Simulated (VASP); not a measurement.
# O (Im-3m) in VASP: notebook

Runs on O. Level: PBE. Tasks: relaxation of cell and atoms.

Everything below comes from runs of VASP 6.6.1. Logs are shortened: lines on timing, memory, paths and dates and some standing lists are left out, and cuts for length are marked.

**1. The cell of the first run**

It takes space group Im-3m (No. 229, cubic). The conventional cell has a = 2.394 Å, b = 2.394 Å, c = 2.394 Å, α = 90.00°, β = 90.00°, γ = 90.00°. O (site symmetry m-3m) has 14 O at 2.07 to 2.39 Å within 2.7 Å.

**2. Relaxation of cell and atoms, PBE, target pressure 26 GPa, at which the enthalpy is minimised**

Contents of INCAR:

```
SYSTEM = O
PREC = Accurate ; ENCUT = 600
EDIFF = 1E-6 ; ISMEAR = -1
SIGMA = 0.05 ; LREAL = .FALSE.
LASPH = .TRUE. ; NELM = 60
ALGO = Normal ; ISIF = 3
LWAVE = .FALSE. ; LCHARG = .FALSE.
GGA = PE ; IBRION = 2
NSW = 32 ; EDIFFG = -0.005
PSTRESS = 260.0
```

Contents of KPOINTS:

```
regular mesh
0
G
  20 20 20
  0 0 0
```

Contents of POSCAR:

```
O
1.0
   -1.1970799084      1.1970799084      1.1970799084
    1.1970799084     -1.1970799084      1.1970799084
    1.1970799084      1.1970799084     -1.1970799084
O
1
Direct
    0.0000000000      0.0000000000      0.0000000000
```

Potentials or basis: VASP PAW PBE potentials, release 64 (O).

Launch:

```bash
$ cat potpaw_PBE.64/O/POTCAR > POTCAR
$ mpirun -np 1 vasp_std > vasp.out
```

OUTCAR:

```text
SYSTEM = O
   PREC = Accurate
   ENCUT = 600
   EDIFF = 1E-6
   ISMEAR = -1
   LREAL = .FALSE.
   LASPH = .TRUE.
   NELM = 60
   ISIF = 3
   GGA = PE
   IBRION = 2
   NSW = 32
   EDIFFG = -0.005
   PSTRESS = 260.0

 ion  position               nearest neighbor table
   1  0.000  0.000  0.000-

  LATTYP: Found a body centered cubic cell.
 ALAT       =     2.3941598168

  Lattice vectors:

 A1 = (  -1.1970799084,   1.1970799084,   1.1970799084)
 A2 = (   1.1970799084,  -1.1970799084,   1.1970799084)
 A3 = (   1.1970799084,   1.1970799084,  -1.1970799084)

Analysis of symmetry for initial positions (statically):
=====================================================================
 Subroutine PRICEL returns:
 Original cell was already a primitive cell.

 Routine SETGRP: Setting up the symmetry group for a
 body centered cubic supercell.

 Subroutine GETGRP returns: Found 48 space group operations
 (whereof 48 operations were pure point group operations)
 out of a pool of 48 trial point group operations.

The static configuration has the point symmetry O_h .

Analysis of symmetry for dynamics (positions and initial velocities):
=====================================================================
 Subroutine PRICEL returns:
 Original cell was already a primitive cell.

 Routine SETGRP: Setting up the symmetry group for a
 body centered cubic supercell.

 Subroutine GETGRP returns: Found 48 space group operations
 (whereof 48 operations were pure point group operations)
 out of a pool of 48 trial point group operations.

The dynamic configuration has the point symmetry O_h .

 Subroutine INISYM returns: Found 48 space group operations
 (whereof 48 operations are pure point group operations),
 and found     1 'primitive' translations

----------------------------------------------------------------------------------------

                                     Primitive cell

  volume of cell :       6.8617

  direct lattice vectors                    reciprocal lattice vectors
    -1.197079908  1.197079908  1.197079908     0.000000000  0.417683061  0.417683061
     1.197079908 -1.197079908  1.197079908     0.417683061  0.000000000  0.417683061
     1.197079908  1.197079908 -1.197079908     0.417683061  0.417683061  0.000000000

  length of vectors
     2.073403222  2.073403222  2.073403222     0.590693049  0.590693049  0.590693049

[... 89 lines left out ...]
   NELECT =       6.0000    total number of electrons
   NUPDOWN=      -1.0000    fix difference up-down
   EMIN   =  10.00;   EMAX   =-10.00  energy-range for DOS
   EFERMI =   0.00;   METHOD = LEGACY
   ISMEAR =    -1;   SIGMA  =   0.05  broadening in eV -4-tet -1-fermi 0-gaus
   EFERMI_NEDOS =   21; number of points for ismear=-14 and -15
   IALGO  =     38    algorithm
   IMIX   =      4    mixing-type and parameters
     AMIX     =   0.40;   BMIX     =  1.00
     AMIX_MAG =   1.60;   BMIX_MAG =  1.00
  volume/ion in A,a.u.               =       6.86        46.30
  Fermi-wavevector in a.u.,A,eV,Ry     =   1.565485  2.958337 33.344366  2.450742
  Thomas-Fermi vector in A             =   2.667954
   LORBIT       =      0    0 simple, 1 ext, 2 COOP (PROOUT), +10 PAW based schemes
   GGA     = PE    functional components
   LHFCALC =     F    Hartree Fock is set to
   AEXX    =    0.0000 exact exchange contribution
   IVDW    =     0    specifies the selected vdW correction
   LEPSILON=     F    determine dielectric tensor
   LRPA    =     F    only Hartree local field effects (RPA)
 conjugate gradient relaxation of ions
 non-spin polarized calculation
  energy-cutoff  :      600.00
  volume of cell :        6.86
 maximum number of plane-waves:       240
 NGX is ok and might be reduce to    18
   NGX =  9   NGY =  9   NGZ =  9

--------------------------------------- Ionic step        1  -------------------------------------------

 number of electron       6.0000002 magnetization

 Free energy of the ion-electron system (eV)
  ---------------------------------------------------
  ext. energy  EPLUGINS =         0.00000000
  ---------------------------------------------------
  free energy    TOTEN  =        -2.41354895 eV

  energy without entropy =       -2.40798307  energy(sigma->0) =       -2.41076601

------------------------ aborting loop because EDIFF is reached ----------------------------------------

  FORCE on cell =-STRESS in cart. coord.  units (eV):
  Direction    XX          YY          ZZ          XY          YZ          ZX
  --------------------------------------------------------------------------------------
  -------------------------------------------------------------------------------------
  Total        1.0868694      1.0868694      1.0868694      0.0000000      0.0000000      0.0000000
  in kB      253.7806677    253.7806677    253.7806677      0.0000000      0.0000000      0.0000000
  external PRESSURE =      -6.2193323 kB  Pullay stress =     260.0000000 kB
[... 61 lines left out ...]
--------------------------------------- Ionic step        3  -------------------------------------------

 number of electron       6.0000002 magnetization

 Free energy of the ion-electron system (eV)
  ---------------------------------------------------
  ext. energy  EPLUGINS =         0.00000000
  ---------------------------------------------------
  free energy    TOTEN  =        -2.41082281 eV

  energy without entropy =       -2.40525637  energy(sigma->0) =       -2.40803959

 E-fermi :   4.0075     XC(G=0): -12.9707

 val. band max:        4.0067237326   @ k =   0.3000   0.0500   0.0500
 cond. band min:       4.0271468290   @ k =   0.2000   0.1000   0.1000
 fundamental gap:      0.0204230965
 Fermi energy:         4.0075165910

 k-point     1 :       0.0000    0.0000    0.0000
  band No.  band energies     occupation
      1     -18.9100      2.00000
      2       6.2663      0.00000
      3       6.2663      0.00000
      4       6.2663      0.00000
      5      25.2628      0.00000
      6      42.0727      0.00000
      7      42.0727      0.00000
[... 221 lines left out ...]
 k-point    24 :       0.2500    0.1000    0.0000
  band No.  band energies     occupation
      1     -15.6334      2.00000
      2       0.1470      2.00000
      3       4.2471      0.01646
      4       5.6679      0.00000
      5      27.3874      0.00000
      6      31.3894      0.00000
      7      33.5468      0.00000

 [... further k-points ...]

------------------------ aborting loop because EDIFF is reached ----------------------------------------

  FORCE on cell =-STRESS in cart. coord.  units (eV):
  Direction    XX          YY          ZZ          XY          YZ          ZX
  --------------------------------------------------------------------------------------
  -------------------------------------------------------------------------------------
  Total        1.1101977      1.1101977      1.1101977     -0.0000000     -0.0000000      0.0000000
  in kB      259.8724268    259.8724268    259.8724268     -0.0000000     -0.0000000      0.0000000
  external PRESSURE =      -0.1275732 kB  Pullay stress =     260.0000000 kB
[... 20 lines left out ...]
  energy  without entropy=       -2.4052563709  energy(sigma->0) =       -2.40803959

  enthalpy is  TOTEN    =        -1.3000800831 eV   P V=        1.1107427286

 reached required accuracy - stopping structural energy minimisation
```

CONTCAR:

```text
O
   1.00000000000000
    -1.1960892138009087    1.1960892138009087    1.1960892138009087
     1.1960892138009087   -1.1960892138009087    1.1960892138009087
     1.1960892138009087    1.1960892138009087   -1.1960892138009087
  O
     1
Direct
     0.0000000000000000    0.0000000000000000    0.0000000000000000

  0.00000000E+00  0.00000000E+00  0.00000000E+00
```

It took 13 s on 1 thread of Intel Xeon Platinum 8488C (Sapphire Rapids), shared host; peak memory 0.12 GiB.

Results:

```yaml
Free_energy: -2.4108 eV
Relaxed_volume: 6.84 Å³/atom
Relaxed_cell: a = 2.072 Å, b = 2.072 Å, c = 2.072 Å, α = 109.47°, β = 109.47°, γ = 109.47°
Space_group_after_relaxing_to_0.1_Å: Im-3m (No. 229)
Energy_change_on_relaxing_the_run_minimises_the_enthalpy: +2.7 meV/atom
Ionic_steps: 3
Pressure_after_relaxing: 26.0 GPa
Band_gap_on_the_k_mesh: zero (bands 3 and 4 overlap by 6.02 eV)
```

Step by step:
```
step  energy change (eV)  largest force (eV/Å)  pressure (GPa)  volume (Å³)
   1              0.0000                0.0000           25.38         6.86
   2              0.0043                0.0000           26.35         6.84
   3              0.0027                0.0000           25.99         6.84
```

Final structure:
```xyz
1
Lattice="-1.1961 1.1961 1.1961 1.1961 -1.1961 1.1961 1.1961 1.1961 -1.1961" Properties=species:S:1:pos:R:3 pbc="T T T"
O     0.0000    0.0000    0.0000
```

Caveat: the cell is relaxed towards a set pressure, so the run minimises the enthalpy, not the energy.

**3. Relaxation of cell and atoms, PBE, target pressure 26 GPa, at which the enthalpy is minimised**

This run uses another cell than the first one, of 7.00 Å³/atom.

Contents of INCAR:

```
PREC     = Accurate       # precision mode
ENCUT    = 600            # plane-wave cutoff, eV
EDIFF    = 1E-6           # SCF threshold, eV
ISMEAR   = -1             # smearing method
SIGMA    = 0.05           # smearing width, eV
LREAL    = False          # projectors in reciprocal space
LASPH    = True           # aspherical terms in the spheres
NELM     = 80             # most SCF steps
ALGO     = Normal         # electronic algorithm
ISIF     = 3              # what is computed and relaxed
LWAVE    = False          # write WAVECAR
LCHARG   = False          # write CHGCAR
GGA      = PE             # functional
IBRION   = 2              # ionic algorithm
NSW      = 60             # ionic steps
EDIFFG   = -0.005         # ionic threshold
PSTRESS  = 260.0
```

Contents of KPOINTS:

```
regular mesh
0
Gamma
  20 20 20
```

Contents of POSCAR:

```
O
1.0
   -1.2050779842      1.2050779842      1.2050779842
    1.2050779842     -1.2050779842      1.2050779842
    1.2050779842      1.2050779842     -1.2050779842
O
1
Direct
    0.0000000000      0.0000000000      0.0000000000
```

Potentials or basis: VASP PAW PBE potentials, release 64 (O).

Launch:

```bash
$ cat potpaw_PBE.64/O/POTCAR > POTCAR
$ mpirun -np 1 vasp_std > vasp.out
```

Run time: 16 s. Hardware: 1 thread of Intel Xeon Platinum 8488C (Sapphire Rapids), shared host; peak memory 0.12 GiB.

The run converged. Its results:

```yaml
Free_energy: -2.4110 eV
Relaxed_volume: 6.84 Å³/atom
Relaxed_cell: a = 2.072 Å, b = 2.072 Å, c = 2.072 Å, α = 109.47°, β = 109.47°, γ = 109.47°
Space_group_after_relaxing_to_0.1_Å: Im-3m (No. 229)
Energy_change_on_relaxing_the_run_minimises_the_enthalpy: +22.6 meV/atom
Ionic_steps: 3
Pressure_after_relaxing: 26.0 GPa
Band_gap_on_the_k_mesh: zero (bands 3 and 4 overlap by 6.02 eV)
```

Step by step:
```
step  energy change (eV)  largest force (eV/Å)  pressure (GPa)  volume (Å³)
   1              0.0000                0.0000           20.30         7.00
   2              0.0386                0.0000           29.70         6.75
   3              0.0226                0.0000           26.02         6.84
```

Final structure:
```
CELL_PARAMETERS angstrom
-1.19599 1.19599 1.19599
1.19599 -1.19599 1.19599
1.19599 1.19599 -1.19599
ATOMIC_POSITIONS crystal
O 0.00000 0.00000 0.00000
```

Levels at points of the mesh, in eV from the Fermi level:
| k point | band 1 | band 2 | band 3 | band 4 | band 5 | band 6 | band 7 |
| --- | --- | --- | --- | --- | --- | --- | --- |
| (0.00, 0.00, 0.00) | -22.92 | 2.26 | 2.26 | 2.26 | 21.26 | 38.07 | 38.07 |
| (0.50, 0.00, 0.00) | -17.09 | -7.99 | -0.18 | 1.80 | 20.99 | 28.07 | 28.69 |
| (0.50, 0.50, 0.50) | -13.68 | -3.52 | -3.52 | -3.52 | 17.52 | 17.52 | 39.20 |

Caveat: the cell is relaxed towards a set pressure, so the run minimises the enthalpy, not the energy.

The gap in the log of VASP goes by the Fermi energy; the results here count the filled bands.